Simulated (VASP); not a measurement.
Here is a VASP 6.6.1 calculation.

File POSCAR:

```
Ir
1.0
    0.0000000000      1.9224763541      1.9224763541
    1.9224763541      0.0000000000      1.9224763541
    1.9224763541      1.9224763541      0.0000000000
Ir
1
Direct
    0.0000000000      0.0000000000      0.0000000000
```

Contents of INCAR.step1:

```
SYSTEM = Ir
  ALGO = Normal
  EDIFF = 1E-4
  ENCUT = 520
  GGA = PE
  ISMEAR = 0
  LASPH = .TRUE.
  LCHARG = .FALSE.
  LREAL = .FALSE.
  LWAVE = .TRUE.
  NBANDS = 10
  NELM = 80
  PREC = Accurate
  SIGMA = 0.1
```

Contents of INCAR.step2:

```
SYSTEM = Ir
  ALGO = Normal
  EDIFF = 1E-6
  ENCUT = 520
  ISIF = 2
  ISMEAR = 0
  ISTART = 1
  LASPH = .TRUE.
  LCHARG = .FALSE.
  LMIXTAU = .TRUE.
  LREAL = .FALSE.
  LWAVE = .FALSE.
  METAGGA = R2SCAN
  NBANDS = 10
  NELM = 80
  PREC = Accurate
  SIGMA = 0.1
```

KPOINTS

```
k-points
0
G
  24 24 24
  0 0 0
```

Potentials or basis: VASP PAW PBE potentials, release 64 (Ir).

Command:

```sh
$ cat potpaw_PBE.64/Ir/POTCAR > POTCAR
$ cp INCAR.step1 INCAR
$ mpirun -np 1 vasp_std > vasp.out
$ cp INCAR.step2 INCAR
$ mpirun -np 1 vasp_std > vasp.out
```

(1) What does it give for the band gap on the k mesh?

(2) What does it give for the pressure?

## Answers

(1) zero (an odd number of electrons rules out a gap without spin polarisation).

(2) 2.3 GPa.

Caveat: the PAW data sets were made with another functional, which shifts forces and pressure a little; spin-orbit coupling is left out, which moves the levels of the heavy elements.
